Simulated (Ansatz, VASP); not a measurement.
## Two plane-wave programs on Au

POSCAR

```
Au
1.0
    0.0000000000      2.9531749295      2.9531749295
    2.9531749295      0.0000000000      2.9531749295
    2.9531749295      2.9531749295      0.0000000000
Au
2
Direct
    0.1250000000      0.1250000000      0.1250000000
    0.8750000000      0.8750000000      0.8750000000
```

Contents of INCAR.step1:

```
SYSTEM = Au
PREC = Accurate
ENCUT = 520
ISMEAR = -1
SIGMA = 0.1
LREAL = .FALSE.
LASPH = .TRUE.
NELM = 100
NBANDS = 18
GGA = PE
ALGO = Normal
EDIFF = 1E-4
LWAVE = .TRUE.
LCHARG = .FALSE.
```

Contents of INCAR.step2:

```
SYSTEM = Au
PREC = Accurate
ENCUT = 520
EDIFF = 1E-6
ISMEAR = -1
SIGMA = 0.1
LREAL = .FALSE.
LASPH = .TRUE.
NELM = 100
ALGO = Normal
ISIF = 2
LWAVE = .FALSE.
LCHARG = .TRUE.
METAGGA = R2SCAN
LMIXTAU = .TRUE.
LELF = .TRUE.
LVHAR = .TRUE.
NBANDS = 18
ISTART = 1
```

The input KPOINTS:

```
Automatic mesh
0
G
  10 10 10
  0 0 0
```

Input for Ansatz:

```yaml
crystal:
  lattice:
    - [0.0, 2.9531749295, 2.9531749295]
    - [2.9531749295, 0.0, 2.9531749295]
    - [2.9531749295, 2.9531749295, 0.0]
  atoms:
    - { symbol: Au, position: [0.125, 0.125, 0.125] }
    - { symbol: Au, position: [0.875, 0.875, 0.875] }
hamiltonian:
  xc: r2scan
  pseudopotentials:
    kind: paw
    azcp:
      Au: "pseudopotentials/Au.paw.azcp"
basis:
  ecutwfc: 500
  fft_grid_basis: typed
kpoints:
  mp_grid: { grid: [10, 10, 10], shift: [0, 0, 0] }
magnetization:
  spin_polarized: false
scf:
  occupations: { method: fermi_dirac, width: 0.1 }
  lower_state_search: "off"
output:
  stress: true
```

Alike in both runs: task single point; functional r2SCAN; k mesh 10 × 10 × 10; occupations fermi-dirac, width 0.1 eV; no spin polarisation.

|  | VASP | Ansatz |
| --- | --- | --- |
| version | VASP 6.6.1 | Ansatz 0.2.0 |
| potentials or method | VASP PAW PBE potentials, release 64 (Au), cutoff 520 eV | plane waves (500 eV) with PAW, scalar-relativistic |
| valence electrons in the cell | 22 | 38 |

Ansatz gave:

- pressure (GPa): 6.9

Problem. What did VASP give for the same quantities?

Solution. Pressure (GPa): 7.1.

VASP's potentials were made for PBE, not for r2SCAN. VASP's potentials hold 22 valence electrons a cell and Ansatz's 38, so a difference there can come from the potentials and not from the codes.

Neither program's run includes spin-orbit coupling.
